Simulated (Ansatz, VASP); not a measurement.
# SnS: VASP beside Ansatz

INCAR

```
PREC     = Accurate       # precision mode
ENCUT    = 500            # plane-wave cutoff, eV
EDIFF    = 1E-6           # SCF threshold, eV
ISMEAR   = 0              # smearing method
SIGMA    = 0.01           # smearing width, eV
LREAL    = False          # projectors in reciprocal space
LASPH    = True           # aspherical terms in the spheres
NELM     = 120            # most SCF steps
ALGO     = Normal         # electronic algorithm
ISIF     = 2              # what is computed and relaxed
LWAVE    = False          # write WAVECAR
LCHARG   = True           # write CHGCAR
GGA      = PE             # functional
LELF     = True           # ELF
LVHAR    = True         
NBANDS   = 50             # bands
GGA_COMPAT= False
```

KPOINTS

```
regular mesh
0
Gamma
  3 8 8
```

Contents of POSCAR:

```
SnS
1.0
   11.2000000000      0.0000000000      0.0000000000
    0.0000000000      3.9870000000      0.0000000000
    0.0000000000      0.0000000000      4.3340000000
Sn S
4 4
Direct
    0.1194000000      0.2500000000      0.1198000000
    0.3806000000      0.7500000000      0.6198000000
    0.6194000000      0.2500000000      0.3802000000
    0.8806000000      0.7500000000      0.8802000000
    0.8508000000      0.2500000000      0.4793000000
    0.6492000000      0.7500000000      0.9793000000
    0.3508000000      0.2500000000      0.0207000000
    0.1492000000      0.7500000000      0.5207000000
```

Input for Ansatz:

```yaml
crystal:
  lattice:
    - [11.2, 0.0, 0.0]
    - [0.0, 3.987, 0.0]
    - [0.0, 0.0, 4.334]
  atoms:
    - { symbol: Sn, position: [0.1194, 0.25, 0.1198] }
    - { symbol: Sn, position: [0.3806, 0.75, 0.6198] }
    - { symbol: Sn, position: [0.6194, 0.25, 0.3802] }
    - { symbol: Sn, position: [0.8806, 0.75, 0.8802] }
    - { symbol: S, position: [0.8508, 0.25, 0.4793] }
    - { symbol: S, position: [0.6492, 0.75, 0.9793] }
    - { symbol: S, position: [0.3508, 0.25, 0.0207] }
    - { symbol: S, position: [0.1492, 0.75, 0.5207] }
scf:
  occupations: { method: fixed }
output:
  forces: false
  stress: false
  eigenvalues: true
  write_density: true
  write_potential: true
  elf: true
  volumetric_format: npy
kpoints:
  mp_grid: { grid: [3, 8, 8] }
  band_path:
    path:
      - [[0.0, 0.0, 0.0], [0.5, 0.0, 0.0], [0.5, 0.5, 0.0], [0.0, 0.5, 0.0], [0.0, 0.0, 0.0], [0.0, 0.0, 0.5], [0.5, 0.0, 0.5], [0.5, 0.5, 0.5], [0.0, 0.5, 0.5], [0.0, 0.0, 0.5]]
      - [[0.5, 0.0, 0.0], [0.5, 0.0, 0.5]]
      - [[0.0, 0.5, 0.0], [0.0, 0.5, 0.5]]
      - [[0.5, 0.5, 0.0], [0.5, 0.5, 0.5]]
    npoints: 24
```

Alike in both runs: task single point; functional PBE; k mesh 3 × 8 × 8; no spin polarisation.

|  | VASP | Ansatz |
| --- | --- | --- |
| version | VASP 6.6.1 | Ansatz 0.2.0 |
| potentials or method | VASP PAW PBE potentials, release 64 (Sn_d, S) | scalar-relativistic, plane waves, PAW |
| plane-wave cutoff (eV) | 500 | 420 |
| occupations | gaussian, width 0.01 eV | fixed |
| valence electrons in the cell | 80 | 80 |

|  | VASP | Ansatz | Ansatz less VASP |
| --- | --- | --- | --- |
| gap on the k mesh at the Fermi level (eV) | 0.99 | 1.00 | +0.007 |
| least direct gap on the mesh (eV) | 1.32 | 1.33 | +0.011 |
